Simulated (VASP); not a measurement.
## BN: single point with r2SCAN

Crystal: BN.

```
B N
1.0
     2.54800    0.00000    0.00000
    -1.27400    2.20663    0.00000
     0.00000    0.00000    8.37536
B N
4 4
Direct
  0.00000 0.00000 0.00039
  0.33333 0.66667 0.24969
  0.00000 0.00000 0.50039
  0.66667 0.33333 0.74969
  0.00000 0.00000 0.18699
  0.33333 0.66667 0.43793
  0.00000 0.00000 0.68699
  0.66667 0.33333 0.93793
```

```json
{
  "Program": "VASP 6.6.1",
  "Task": "single point",
  "Functional": "r2SCAN",
  "Potentials or basis": "VASP PAW PBE potentials, release 64 (B, N)",
  "Cutoff": "520 eV",
  "k mesh": "12 × 12 × 4",
  "Occupations": "gaussian, width 0.01 eV",
  "Spin": "no spin polarisation",
  "Dipole correction": "no",
  "Further INCAR settings": "ALGO = Normal; EDIFF = 1e-06; NBANDS = 26"
}
```

The pressure is 1.1 GPa and the band gap on the k mesh is 6.06 eV, indirect (least direct gap 8.17 eV).

Forces in eV/Å, atoms in the order of the input:
```
B    0.000  0.000  0.000
B    0.000  0.000  0.002
B    0.000  0.000  0.000
B    0.000  0.000  0.002
N    0.000  0.000 -0.001
N    0.000  0.000 -0.001
N    0.000  0.000 -0.001
N    0.000  0.000 -0.001
```

Levels at points of the mesh, in eV from the valence-band top:
```
           k point  band 12  band 13  band 14  band 15  band 16  band 17  band 18  band 19  band 20  band 21
(0.00, 0.00, 0.00)    -1.14    -1.14    -0.13     0.00     0.00     9.31     9.31     9.47    10.04    10.47
(0.50, 0.00, 0.00)    -3.90    -3.84    -3.65    -2.71    -2.11     6.06     6.44     8.69    10.07    10.63
(0.00, 0.00, 0.50)    -1.87    -0.39    -0.39    -0.39    -0.39     9.81     9.81     9.81     9.81     9.94
(0.50, 0.00, 0.50)    -4.81    -3.61    -3.61    -2.70    -2.70     6.58     6.58     9.03     9.03    11.27
```

Wall time 4.6 min on 1 thread of Intel(R) Xeon(R) Platinum 8259CL CPU @ 2.50GHz (Skylake/Cascade Lake), on a shared host, peak memory 0.19 GiB.

Caveat: the PAW data sets were made with another functional, which shifts forces and pressure a little. r2SCAN opens gaps a little over a GGA but as a rule still falls short of measured ones.
